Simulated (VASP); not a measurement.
A run of VASP 6.6.1:

INCAR

```
SYSTEM = AlCo
PREC = Accurate
ENCUT = 520
EDIFF = 1E-6
ISMEAR = 0
SIGMA = 0.15
LREAL = .FALSE.
LASPH = .TRUE.
NELM = 80
ALGO = Fast
ISIF = 2
LWAVE = .FALSE.
LCHARG = .FALSE.
GGA = PS
NBANDS = 13
```

KPOINTS

```
regular mesh
0
G
  24 24 24
  0 0 0
```

File POSCAR:

```
AlCo
1.0
    2.5862231461      0.0000000000      0.0000000000
    0.0000000000      2.5862231461      0.0000000000
    0.0000000000      0.0000000000      3.3620900900
Al Co
1 1
Direct
    0.0000000000      0.0000000000      0.0000000000
    0.5000000000      0.5000000000      0.5000000000
```

Potentials or basis: VASP PAW PBE potentials, release 64 (Al, Co).

The run is started by

```console
$ cat potpaw_PBE.64/Al/POTCAR potpaw_PBE.64/Co/POTCAR > POTCAR
$ mpirun -np 1 vasp_std > vasp.out
```

Hardware: 1 thread of AMD EPYC 9R45 96-Core Processor (Zen 5), with other jobs on the host.

Question: Estimate the wall time of this run.

Answer: Run time: 3 min on 1 thread of AMD EPYC 9R45 96-Core Processor (Zen 5), on a shared host, peak memory 0.42 GiB. Counts: scf iterations 15, k points 1183.
